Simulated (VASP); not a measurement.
# Re in VASP: a series of runs, part 3 of 3

VASP 6.6.1. Earlier steps stand in the parts before.

## Step 5: Electric field gradients, LDA (equal xy, yz and zx shear strains of -3 %)

File INCAR:

```
SYSTEM = Re
PREC = Accurate
ENCUT = 520
EDIFF = 1E-8
ISMEAR = -1
SIGMA = 0.03
LREAL = .False.
LASPH = .True.
NELM = 60
ALGO = Normal
ISIF = 2
LWAVE = .False.
LCHARG = .False.
LEFG = .True.
NBANDS = 10
```

File KPOINTS:

```
Automatic mesh
0
Gamma
  14 14 14
  0 0 0
```

File POSCAR:

```
Re
1.0
   -0.0592500000      1.9453750000      1.9453750000
    1.9453750000     -0.0592500000      1.9453750000
    1.9453750000      1.9453750000     -0.0592500000
Re
1
Direct
    0.0000000000      0.0000000000      0.0000000000
```

Potentials or basis: VASP PAW LDA potentials, release 64 (Re).

Launch:

```console
cat potpaw_LDA.64/Re/POTCAR > POTCAR
mpirun -np 1 vasp_std > vasp.out
```

OUTCAR:

```text
SYSTEM = Re
   PREC = Accurate
   ENCUT = 520
   EDIFF = 1E-8
   ISMEAR = -1
   LREAL = .False.
   LASPH = .True.
   NELM = 60
   ISIF = 2

 ion  position               nearest neighbor table
   1  0.000  0.000  0.000-

  LATTYP: Found a trigonal (rhomboedric) cell.
 ALAT       =     2.7518136463
 COS(alpha) =     0.4693254694

  Lattice vectors:

 A1 = (  -0.0592500000,   1.9453750000,   1.9453750000)
 A2 = (   1.9453750000,  -0.0592500000,   1.9453750000)
 A3 = (   1.9453750000,   1.9453750000,  -0.0592500000)

Analysis of symmetry for initial positions (statically):
=====================================================================
 Subroutine PRICEL returns:
 Original cell was already a primitive cell.

 Routine SETGRP: Setting up the symmetry group for a
 trigonal (rhombohedral) supercell.

 Subroutine GETGRP returns: Found 12 space group operations
 (whereof 12 operations were pure point group operations)
[... 491 lines left out ...]

 VOLUME and BASIS-vectors are now :
 -----------------------------------------------------------------------------
  energy-cutoff  :      520.00
  volume of cell :       15.40
      direct lattice vectors                 reciprocal lattice vectors
    -0.059250000  1.945375000  1.945375000    -0.245566149  0.253280269  0.253280269
     1.945375000 -0.059250000  1.945375000     0.253280269 -0.245566149  0.253280269
     1.945375000  1.945375000 -0.059250000     0.253280269  0.253280269 -0.245566149

 POSITION                                       TOTAL-FORCE (eV/Angst)
 -----------------------------------------------------------------------------------
      0.00000      0.00000      0.00000         0.000000      0.000000      0.000000
 -----------------------------------------------------------------------------------
    total drift:                                0.000000      0.000000     -0.000000

  FREE ENERGIE OF THE ION-ELECTRON SYSTEM (eV)
  ---------------------------------------------------
  free  energy   TOTEN  =       -13.5979546511 eV

  energy  without entropy=      -13.5949123626  energy(sigma->0) =      -13.59643351

 Electric field gradients (V/A^2)
---------------------------------------------------------------------
 ion       V_xx      V_yy      V_zz      V_xy      V_xz      V_yz
---------------------------------------------------------------------
   1      -0.000    -0.000    -0.000   -40.444   -40.444   -40.444
---------------------------------------------------------------------

 Electric field gradients after diagonalization (V/A^2)
 (convention: |V_zz| > |V_xx| > |V_yy|)
----------------------------------------------------------------------
 ion       V_xx      V_yy      V_zz     asymmetry (V_yy - V_xx)/ V_zz
----------------------------------------------------------------------
   1      40.444    40.444   -80.888       0.000
----------------------------------------------------------------------

           NMR quadrupolar parameters

 Cq : quadrupolar parameter    Cq=e*Q*V_zz/h
 eta: asymmetry parameters     (V_yy - V_xx)/ V_zz
 Q  : nuclear electric quadrupole moment in mb (millibarn)
----------------------------------------------------------------------
 ion       Cq(MHz)       eta       Q (mb)
----------------------------------------------------------------------
   1      -0.196       0.000       1.000
----------------------------------------------------------------------
```

stdout:

```text
POSCAR found type information on POSCAR Re
 POSCAR found :  1 types and       1 ions
 scaLAPACK will be used
 LDA part: xc-table for (Slater(with rela. corr.)+CA(PZ))
 , standard interpolation
 POSCAR, INCAR and KPOINTS ok, starting setup
 FFT: planning ... GRIDC
 FFT: planning ... GRID_SOFT
 FFT: planning ... GRID
 WAVECAR not read
 entering main loop
ion   1
```

Run time: 25 s. Hardware: 1 thread of Intel Xeon Platinum 8488C (Sapphire Rapids), shared host; peak memory 0.15 GiB.

What came out:

* Free energy: -13.5980 eV
* Pressure: -22.3 GPa
* Band gap on the k mesh: zero (an odd number of electrons rules out a gap without spin polarisation)
* Largest electric field gradient by atom: Re -80.9 V/Å²

Electric field gradients, principal values (V/Å²):
```csv
atom,least,middle,greatest (by size)
1 Re,40.444,40.444,-80.888
```

Caveat: the cell differs from its parent crystal (equal xy, yz and zx shear strains of -3 %); the cell stands under tension; without QUAD_EFG the Cq values of the log hold for a quadrupole moment of 1 mb, not for the nuclei; spin-orbit coupling is left out, which moves the levels of the heavy elements.

## Step 6: Electric field gradients, LDA (equal xy, yz and zx shear strains of -1 %)

File INCAR:

```
PREC     = Accurate       # precision mode
ENCUT    = 520            # plane-wave cutoff, eV
EDIFF    = 1E-8           # SCF threshold, eV
ISMEAR   = -1             # smearing method
SIGMA    = 0.03           # smearing width, eV
LREAL    = False          # projectors in reciprocal space
LASPH    = True           # aspherical terms in the spheres
NELM     = 80             # most SCF steps
ALGO     = Normal         # electronic algorithm
ISIF     = 2              # what is computed and relaxed
LWAVE    = False          # write WAVECAR
LCHARG   = False          # write CHGCAR
LEFG     = True         
NBANDS   = 10             # bands
```

File KPOINTS:

```
regular mesh
0
Gamma
  14 14 14
```

File POSCAR:

```
Re
1.0
   -0.0197500000      1.9651250000      1.9651250000
    1.9651250000     -0.0197500000      1.9651250000
    1.9651250000      1.9651250000     -0.0197500000
Re
1
Direct
    0.0000000000      0.0000000000      0.0000000000
```

Potentials or basis: VASP PAW LDA potentials, release 64 (Re).

Launch:

```console
cat potpaw_LDA.64/Re/POTCAR > POTCAR
mpirun -np 1 vasp_std > vasp.out
```

OUTCAR:

```text
PREC = Accurate
   ENCUT = 520
   EDIFF = 1E-8
   ISMEAR = -1
   LREAL = False
   LASPH = True
   NELM = 80
   ISIF = 2

 ion  position               nearest neighbor table
   1  0.000  0.000  0.000-

  LATTYP: Found a trigonal (rhomboedric) cell.
 ALAT       =     2.7791766036
 COS(alpha) =     0.4899250057

  Lattice vectors:

 A1 = (  -0.0197500000,   1.9651250000,   1.9651250000)
[... 518 lines left out ...]
 -----------------------------------------------------------------------------------
    total drift:                               -0.000000      0.000000     -0.000000

  FREE ENERGIE OF THE ION-ELECTRON SYSTEM (eV)
  ---------------------------------------------------
  free  energy   TOTEN  =       -13.6138293625 eV

  energy  without entropy=      -13.6100641853  energy(sigma->0) =      -13.61194677

 Electric field gradients (V/A^2)
---------------------------------------------------------------------
 ion       V_xx      V_yy      V_zz      V_xy      V_xz      V_yz
---------------------------------------------------------------------
   1      -0.000     0.000    -0.000   -16.901   -16.901   -16.901
---------------------------------------------------------------------

 Electric field gradients after diagonalization (V/A^2)
 (convention: |V_zz| > |V_xx| > |V_yy|)
----------------------------------------------------------------------
 ion       V_xx      V_yy      V_zz     asymmetry (V_yy - V_xx)/ V_zz
----------------------------------------------------------------------
   1      16.901    16.901   -33.802       0.000
----------------------------------------------------------------------

           NMR quadrupolar parameters

 Cq : quadrupolar parameter    Cq=e*Q*V_zz/h
 eta: asymmetry parameters     (V_yy - V_xx)/ V_zz
 Q  : nuclear electric quadrupole moment in mb (millibarn)
----------------------------------------------------------------------
 ion       Cq(MHz)       eta       Q (mb)
----------------------------------------------------------------------
   1      -0.082       0.000       1.000
----------------------------------------------------------------------
```

OSZICAR:

```text
N       E                     dE             d eps       ncg     rms          rms(c)
DAV:   1     0.103993890794E+02    0.10399E+02   -0.33327E+03  7662   0.629E+02
DAV:   2    -0.134713085915E+02   -0.23871E+02   -0.20983E+02  7622   0.138E+02
DAV:   3    -0.144002219115E+02   -0.92891E+00   -0.89803E+00  9096   0.397E+01
DAV:   4    -0.144033029888E+02   -0.30811E-02   -0.30796E-02  8936   0.131E+00
DAV:   5    -0.144033078439E+02   -0.48551E-05   -0.48544E-05  7916   0.379E-02    0.277E+01
DAV:   6    -0.137979365687E+02    0.60537E+00   -0.57778E-01  9186   0.115E+01    0.109E+01
DAV:   7    -0.136193167109E+02    0.17862E+00   -0.37082E-01  9192   0.872E+00    0.493E-01
DAV:   8    -0.136144533177E+02    0.48634E-02   -0.20070E-03  7732   0.293E-01    0.157E-01
DAV:   9    -0.136138289936E+02    0.62432E-03   -0.31772E-04  8014   0.100E-01    0.230E-02
DAV:  10    -0.136138294632E+02   -0.46965E-06   -0.15445E-05  7868   0.278E-02    0.102E-02
DAV:  11    -0.136138294146E+02    0.48567E-07   -0.16441E-07  7336   0.643E-03    0.126E-03
DAV:  12    -0.136138293631E+02    0.51513E-07   -0.31419E-08  6844   0.222E-03    0.646E-04
DAV:  13    -0.136138293625E+02    0.60788E-09   -0.42512E-10  3780   0.215E-04
   1 F= -.13613829E+02 E0= -.13611947E+02  d E =-.376518E-02
```

It took 29 s on 1 thread of Intel Xeon Platinum 8488C (Sapphire Rapids), shared host; peak memory 0.16 GiB.

Results:

* Free energy: -13.6138 eV
* Pressure: -23.1 GPa
* Band gap on the k mesh: zero (an odd number of electrons rules out a gap without spin polarisation)
* Largest electric field gradient by atom: Re -33.8 V/Å²

Electric field gradients, principal values (V/Å²):
| atom | least | middle | greatest (by size) |
| --- | --- | --- | --- |
| 1 Re | 16.901 | 16.901 | -33.802 |

Caveat: the cell differs from its parent crystal (equal xy, yz and zx shear strains of -1 %); the cell stands under tension; without QUAD_EFG the Cq values of the log hold for a quadrupole moment of 1 mb, not for the nuclei; spin-orbit coupling is left out, which moves the levels of the heavy elements.

## Step 7: Overview

```tsv
cell	gap on the mesh (eV)	pressure (GPa)
a = 2.812 Å, angles 60.0°, 1 atom	none	-28.9
a = 2.848 Å, angles 60.0°, 1 atom	none	-38.3
a = 2.752 Å, angles 62.0°, 1 atom	none	-22.3
a = 2.779 Å, angles 60.7°, 1 atom	none	-23.1
```

Alike in all rows: task electric field gradients; level LDA; potentials or basis VASP PAW LDA potentials, release 64 (Re); no spin polarisation; k mesh 14 × 14 × 14; cutoff (eV) 520; smearing fermi-dirac 0.03 eV.

Caveats: the cell stands under tension; spin-orbit coupling is left out, which moves the levels of the heavy elements.

Absolute energies hang on the potentials; compare differences alone.
